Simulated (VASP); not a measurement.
Input of a VASP 6.6.1 run:

Contents of INCAR:

```
PREC = Accurate
ENCUT = 600
EDIFF = 1E-7
ISMEAR = 0
SIGMA = 0.1
LREAL = F
LASPH = T
NELM = 60
ALGO = Fast
ISIF = 3
LWAVE = F
LCHARG = F
GGA = PE
IBRION = 2
NSW = 100
EDIFFG = -0.01
```

The input KPOINTS:

```
regular mesh
0
Gamma
  24 24 22
```

POSCAR

```
Mo
1.0
    2.7677183262      0.0000000000      0.0000000000
   -1.3838591631      2.3969143810      0.0000000000
    0.0000000000      0.0000000000      2.5274492579
Mo
1
Direct
    0.0000000000      0.0000000000      0.0000000000
```

Potentials or basis: VASP PAW PBE potentials, release 64 (Mo_sv).

Launch:

```console
$ cat potpaw_PBE.64/Mo_sv/POTCAR > POTCAR
$ mpirun -np 1 vasp_std > vasp.out
```

(1) Predict the band gap on the k mesh.

(2) Predict the relaxed volume.

(3) Predict the space group after relaxing (to 0.05 Å).

(4) What does it give for the relaxed cell?

## Answers

(1) zero (band 7 reaches 12.20 eV, above the bottom of band 8 at 10.39 eV).

(2) 16.84 Å³/atom.

(3) P6/mmm (No. 191).

(4) a = 2.775 Å, b = 2.775 Å, c = 2.525 Å, α = 90.00°, β = 90.00°, γ = 120.00°.
